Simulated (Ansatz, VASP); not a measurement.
# One calculation of Be, two programs

```
Be
1.0
     2.26842    0.00000    0.00000
    -1.13421    1.96451    0.00000
     0.00000    0.00000    3.55223
Be
2
Direct
  0.33333 0.66667 0.25000
  0.66667 0.33333 0.75000
```

Change from the starting cell: volume scaled by 0.96.

Alike in both runs: task single point; functional PBE; k mesh 20 × 20 × 11; occupations fermi-dirac, width 0.05 eV; no spin polarisation.

```csv
,VASP,Ansatz
version,VASP 6.6.1,Ansatz 0.2.0
potentials or method,"VASP PAW PBE potentials, release 64 (Be), cutoff 520 eV","all-electron LAPW, scalar-relativistic"
```

|  | VASP | Ansatz | Ansatz less VASP |
| --- | --- | --- | --- |
| pressure (GPa) | 0.1 | 0.0 | -0.19 |
| traceless stress, the component that is largest in VASP (GPa) | 0.44 | 0.41 | -0.031 |

Ansatz ran all-electron here, and VASP with PAW potentials.
